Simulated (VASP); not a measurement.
# Os in VASP: single point with PBE

Aim: the single point of Os with PBE.

Everything below comes from runs of VASP 6.6.1. Logs are shortened: lines on timing, memory, paths and dates and some standing lists are left out, and cuts for length are marked.

## 1. The cell of the first run

The cell holds a sheet with vacuum, 2 atoms: a = 3.162 Å, b = 3.162 Å, c = 15.000 Å, α = 90.00°, β = 90.00°, γ = 90.00°.

The cell was generated, and may not be a known phase.

## 2. Single point, PBE

INCAR

```
  PREC = Accurate
  ENCUT = 420
  EDIFF = 1E-6
  ISMEAR = 0
  SIGMA = 0.1
  LREAL = F
  LASPH = T
  NELM = 120
  ALGO = Normal
  ISIF = 2
  LWAVE = F
  LCHARG = F
  LDIPOL = T
  IDIPOL = 3
  DIPOL = 0.5 0.5 0.500
  GGA = PE
  NBANDS = 23
  GGA_COMPAT = F
  NELMDL = -8
```

KPOINTS

```
Automatic mesh
0
Gamma
  6 6 1
```

POSCAR

```
Os
1.0
    3.1617380000      0.0000000000      0.0000000000
    0.0000000000      3.1617380000      0.0000000000
    0.0000000000      0.0000000000     15.0000000000
Os
2
Direct
    0.5000000000      0.0000000000      0.5089382400
    0.0000000000      0.5000000000      0.4910617600
```

Potentials or basis: VASP PAW PBE potentials, release 64 (Os_sv_GW).

Launch:

```sh
> cat potpaw_PBE.64/Os_sv_GW/POTCAR > POTCAR
> mpirun -np 1 vasp_std > vasp.out
```

OUTCAR:

```text
PREC = Accurate
   ENCUT = 420
   EDIFF = 1E-6
   ISMEAR = 0
   LREAL = F
   LASPH = T
   NELM = 120
   ISIF = 2
   GGA = PE
   NELMDL = -8

 ion  position               nearest neighbor table
   1  0.500  0.000  0.509-   2 2.25   2 2.25   2 2.25   2 2.25
   2  0.000  0.500  0.491-   1 2.25   1 2.25   1 2.25   1 2.25

  LATTYP: Found a simple tetragonal cell.
 ALAT       =     3.1617380000
 C/A-ratio  =     4.7442261187

  Lattice vectors:

 A1 = (   3.1617380000,   0.0000000000,   0.0000000000)
 A2 = (   0.0000000000,   3.1617380000,   0.0000000000)
 A3 = (   0.0000000000,   0.0000000000,  15.0000000000)

Analysis of symmetry for initial positions (statically):
=====================================================================
 Subroutine PRICEL returns:
 Original cell was already a primitive cell.

 Routine SETGRP: Setting up the symmetry group for a
 simple tetragonal supercell.

 Subroutine GETGRP returns: Found 16 space group operations
 (whereof  8 operations were pure point group operations)
 out of a pool of 16 trial point group operations.

The static configuration has the point symmetry D_2d.
 The point group associated with its full space group is D_4h.

Analysis of symmetry for dynamics (positions and initial velocities):
=====================================================================
 Subroutine PRICEL returns:
 Original cell was already a primitive cell.

 Routine SETGRP: Setting up the symmetry group for a
 simple tetragonal supercell.

 Subroutine GETGRP returns: Found 16 space group operations
 (whereof  8 operations were pure point group operations)
 out of a pool of 16 trial point group operations.

The dynamic configuration has the point symmetry D_2d.
 The point group associated with its full space group is D_4h.

 Subroutine INISYM returns: Found 16 space group operations
 (whereof  8 operations are pure point group operations),
 and found     1 'primitive' translations

----------------------------------------------------------------------------------------

                                     Primitive cell

  volume of cell :     149.9488

  direct lattice vectors                    reciprocal lattice vectors
     3.161738000  0.000000000  0.000000000     0.316281741  0.000000000  0.000000000
     0.000000000  3.161738000  0.000000000     0.000000000  0.316281741  0.000000000
     0.000000000  0.000000000 15.000000000     0.000000000  0.000000000  0.066666667

  length of vectors
     3.161738000  3.161738000 15.000000000     0.316281741  0.316281741  0.066666667

  position of ions in fractional coordinates (direct lattice)
     0.500000000  0.000000000  0.508938240
     0.000000000  0.500000000  0.491061760

  ion indices of the primitive-cell ions
   primitive index   ion index
                 1           1
                 2           2

----------------------------------------------------------------------------------------

 KPOINTS: Automatic mesh

Automatic generation of k-mesh.
 Grid dimensions read from file:
 generate k-points for:    6    6    1

 Generating k-lattice:

  Cartesian coordinates                     Fractional coordinates (reciprocal lattice)
     0.052713624  0.000000000  0.000000000     0.166666667  0.000000000  0.000000000
     0.000000000  0.052713624  0.000000000     0.000000000  0.166666667  0.000000000
     0.000000000  0.000000000  0.066666667     0.000000000  0.000000000  1.000000000

  Length of vectors
     0.052713624  0.052713624  0.066666667

  Shift w.r.t. Gamma in fractional coordinates (k-lattice)
     0.000000000  0.000000000  0.000000000

 Subroutine IBZKPT returns following result:
 ===========================================

 Found     10 irreducible k-points:

 Following reciprocal coordinates:
            Coordinates               Weight
  0.000000  0.000000  0.000000      1.000000
  0.166667  0.000000  0.000000      4.000000
  0.333333  0.000000  0.000000      4.000000
  0.500000  0.000000  0.000000      2.000000
  0.166667  0.166667  0.000000      4.000000
  0.333333  0.166667  0.000000      8.000000
  0.500000  0.166667  0.000000      4.000000
  0.333333  0.333333  0.000000      4.000000
  0.500000  0.333333  0.000000      4.000000
  0.500000  0.500000  0.000000      1.000000
   k-points           NKPTS =     10   k-points in BZ     NKDIM =     10   number of bands    NBANDS=     23
   number of dos      NEDOS =    301   number of ions     NIONS =      2
   total plane-waves  NPLWV =  57600
   dimension x,y,z NGX =    24 NGY =   24 NGZ =  100
   dimension x,y,z NGXF=    48 NGYF=   48 NGZF=  200
   ions per type =               2
   NGX,Y,Z   is equivalent  to a cutoff of  12.62, 12.62, 11.08 a.u.
   NGXF,Y,Z  is equivalent  to a cutoff of  25.24, 25.24, 22.17 a.u.
 SYSTEM =  unknown system
   PREC   = accura    normal or accurate (medium, high low for compatibility)
   ISTART =      0    job   : 0-new  1-cont  2-samecut
   ICHARG =      2    charge: 1-file 2-atom 10-const
   ISPIN  =      1    spin polarized calculation?
   LNONCOLLINEAR =      F non collinear calculations
   LSORBIT =      F    spin-orbit coupling
   LASPH  =      T    aspherical Exc in radial PAW
   ENCUT  =  420.0 eV  30.87 Ry    5.56 a.u.   5.28  5.28 25.07*2*pi/ulx,y,z
   NELM   =    120;   NELMIN=  2; NELMDL= -8     # of ELM steps
   EDIFF  = 0.1E-05   stopping-criterion for ELM
   LREAL  =      F    real-space projection
   EDIFFG = 0.1E-04   stopping-criterion for IOM
   NSW    =      0    number of steps for IOM
   IBRION =     -1    ionic relax: 0-MD 1-quasi-New 2-CG
   NFREE  =      0    steps in history (QN), initial steepest desc. (CG)
   ISIF   =      2    stress and relaxation
   ISYM   =      2    0-nonsym 1-usesym 2-fastsym
   POTIM  = 0.5000    time-step for ionic-motion
   TEBEG  =    0.0;   TEEND  =   0.0 temperature during run
   PSTRESS=    0.0 pullay stress
   NELECT =      32.0000    total number of electrons
   NUPDOWN=      -1.0000    fix difference up-down
   EMIN   =  10.00;   EMAX   =-10.00  energy-range for DOS
   EFERMI =   0.00;   METHOD = LEGACY
   ISMEAR =     0;   SIGMA  =   0.10  broadening in eV -4-tet -1-fermi 0-gaus
   EFERMI_NEDOS =   21; number of points for ismear=-14 and -15
   IALGO  =     38    algorithm
   IMIX   =      4    mixing-type and parameters
     AMIX     =   0.40;   BMIX     =  1.00
     AMIX_MAG =   1.60;   BMIX_MAG =  1.00
  volume/ion in A,a.u.               =      74.97       505.95
  Fermi-wavevector in a.u.,A,eV,Ry     =   0.978311  1.848741 13.022046  0.957093
  Thomas-Fermi vector in A             =   2.109077
   LORBIT       =      0    0 simple, 1 ext, 2 COOP (PROOUT), +10 PAW based schemes
   GGA     = PE    functional components
   LHFCALC =     F    Hartree Fock is set to
   AEXX    =    0.0000 exact exchange contribution
   IVDW    =     0    specifies the selected vdW correction
   LEPSILON=     F    determine dielectric tensor
   LRPA    =     F    only Hartree local field effects (RPA)
 non-spin polarized calculation
 Gauss-broadening in eV      SIGMA  =   0.10
  energy-cutoff  :      420.00
  volume of cell :      149.95
 maximum number of plane-waves:      2971
 NGX is ok and might be reduce to    24
   NGX = 11   NGY = 11   NGZ = 51

 number of electron      32.0000000 magnetization

 dipolmoment           0.000000      0.000000     -0.000000 electrons x Angstroem

 Free energy of the ion-electron system (eV)
  ---------------------------------------------------
  ext. energy  EPLUGINS =         0.00000000
  ---------------------------------------------------
  free energy    TOTEN  =       -17.85051356 eV

  energy without entropy =      -17.83608137  energy(sigma->0) =      -17.84329746

 E-fermi :  -1.7771     XC(G=0):  -3.7842

 val. band max:       -1.7905657727   @ k =   0.5000   0.0000   0.0000
 cond. band min:      -1.4489586490   @ k =   0.5000   0.1667   0.0000
 fundamental gap:      0.3416071237
 Fermi energy:        -1.7771102268

 k-point     1 :       0.0000    0.0000    0.0000
  band No.  band energies     occupation
      1     -88.4398      2.00000
      2     -87.8084      2.00000
      3     -49.1555      2.00000
      4     -49.1555      2.00000
      5     -47.5717      2.00000
      6     -46.9515      2.00000
[... 15 lines left out ...]
     22       4.5925      0.00000
     23       6.8690      0.00000

 k-point     2 :       0.1667    0.0000    0.0000
  band No.  band energies     occupation
      1     -88.3972      2.00000
      2     -87.8504      2.00000
      3     -49.0396      2.00000
      4     -49.0079      2.00000
      5     -47.5169      2.00000
      6     -47.0878      2.00000
[... 15 lines left out ...]
     22       4.4395      0.00000
     23       4.9910      0.00000

 k-point     3 :       0.3333    0.0000    0.0000
  band No.  band energies     occupation
      1     -88.2810      2.00000
      2     -87.9652      2.00000
      3     -48.6956      2.00000
      4     -48.5920      2.00000
      5     -47.5492      2.00000
      6     -47.3688      2.00000
[... 15 lines left out ...]
     22       4.7411      0.00000
     23       5.9178      0.00000
[... 131 lines left out ...]
 k-point     9 :       0.5000    0.3333    0.0000
  band No.  band energies     occupation
      1     -88.1194      2.00000
      2     -88.1194      2.00000
      3     -49.4007      2.00000
      4     -49.4007      2.00000
      5     -47.2603      2.00000
      6     -47.2603      2.00000
[... 15 lines left out ...]
     22       5.3973      0.00000
     23       8.2593      0.00000

 k-point    10 :       0.5000    0.5000    0.0000
  band No.  band energies     occupation
      1     -88.1182      2.00000
      2     -88.1182      2.00000
      3     -49.6019      2.00000
      4     -49.6019      2.00000
      5     -47.2446      2.00000
      6     -47.2446      2.00000
[... 15 lines left out ...]
     22       5.6768      0.00000
     23       9.4227      0.00000

------------------------ aborting loop because EDIFF is reached ----------------------------------------

 vacuum level on the upper side and lower side of the slab       (xc-potential included)        -0.009        -0.009

  FORCE on cell =-STRESS in cart. coord.  units (eV):
  Direction    XX          YY          ZZ          XY          YZ          ZX
  --------------------------------------------------------------------------------------
  -------------------------------------------------------------------------------------
  Total       20.8248229     20.8248229      0.0411317      0.0000000      0.0000000      0.0000000
  in kB      222.5096660    222.5096660      0.4394852      0.0000000      0.0000000      0.0000000
  external PRESSURE =     148.4862724 kB  Pullay stress =       0.0000000 kB

 VOLUME and BASIS-vectors are now :
 -----------------------------------------------------------------------------
  energy-cutoff  :      420.00
  volume of cell :      149.95
      direct lattice vectors                 reciprocal lattice vectors
     3.161738000  0.000000000  0.000000000     0.316281741  0.000000000  0.000000000
     0.000000000  3.161738000  0.000000000     0.000000000  0.316281741  0.000000000
     0.000000000  0.000000000 15.000000000     0.000000000  0.000000000  0.066666667

 POSITION                                       TOTAL-FORCE (eV/Angst)
 -----------------------------------------------------------------------------------
      1.58087      0.00000      7.63407        -0.000000      0.000000      1.388947
      0.00000      1.58087      7.36593         0.000000      0.000000     -1.388947
 -----------------------------------------------------------------------------------
    total drift:                                0.000000     -0.000000     -0.000000

  FREE ENERGIE OF THE ION-ELECTRON SYSTEM (eV)
  ---------------------------------------------------
  free  energy   TOTEN  =       -17.8505135611 eV

  energy  without entropy=      -17.8360813651  energy(sigma->0) =      -17.84329746

 vacuum level on the upper side and lower side of the slab         3.583         3.583
```

Run time: 45 s. Hardware: 1 thread of Intel Xeon Platinum 8259CL at 2.50GHz (Skylake/Cascade Lake), shared host; peak memory 0.23 GiB.

What came out:

```yaml
Free_energy: -17.8505 eV
Largest_force: 1.389 eV/Å
Band_gap_on_the_k_mesh: zero (bands 16 and 17 overlap by 1.15 eV)
```

Forces on the atoms (eV/Å):
```
Os   0.000  0.000  1.389
Os   0.000  0.000 -1.389
```

Levels at points of the mesh, in eV from the Fermi level:
```
           k point  band 13  band 14  band 15  band 16  band 17  band 18  band 19  band 20
(0.00, 0.00, 0.00)    -3.66    -3.56    -0.42     1.08     1.76     1.76     4.34     4.91
(0.50, 0.00, 0.00)    -3.42    -3.42    -0.68    -0.68    -0.01    -0.01     0.54     0.54
(0.50, 0.50, 0.00)    -0.77    -0.77    -0.54    -0.54     1.70     1.70     2.91     2.91
```

Caveat: spin-orbit coupling is left out, which moves the levels of the heavy elements.

The gap in the log of VASP goes by the Fermi energy; the results here count the filled bands.